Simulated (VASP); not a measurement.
InP:

```xyz
2
Lattice="0.0000 2.7725 2.7725 2.7725 0.0000 2.7725 2.7725 2.7725 0.0000" Properties=species:S:1:pos:R:3 pbc="T T T"
In    0.0000    0.0000    0.0000
P     2.7725    2.7725    2.7725
```

Base run:

| Quantity | Value |
| --- | --- |
| Program | VASP 6.6.1 |
| Functional | PBE |
| Potentials or basis | VASP PAW PBE potentials, release 64 (In_d, P) |
| Cutoff | 520 eV |
| k mesh | 6 × 6 × 6 |
| Occupations | gaussian, width 0.05 eV |
| Spin | no spin polarisation |

Its results: band gap on the k mesh zero (bands 9 and 10 overlap by 2.61 eV); pressure -0.1 GPa.

Question: The run is repeated on the same cell with these changes: functional from PBE to r2SCAN; k mesh from 6 × 6 × 6 to 14 × 14 × 14. What comes out?

Answer: Band gap on the k mesh zero (bands 9 and 10 overlap by 2.64 eV); pressure -2.1 GPa.

Several settings changed at once.

Caveats: spin-orbit coupling is left out, which moves the levels of the heavy elements; the PAW data sets were made with another functional, which shifts forces and pressure a little (at least some runs).
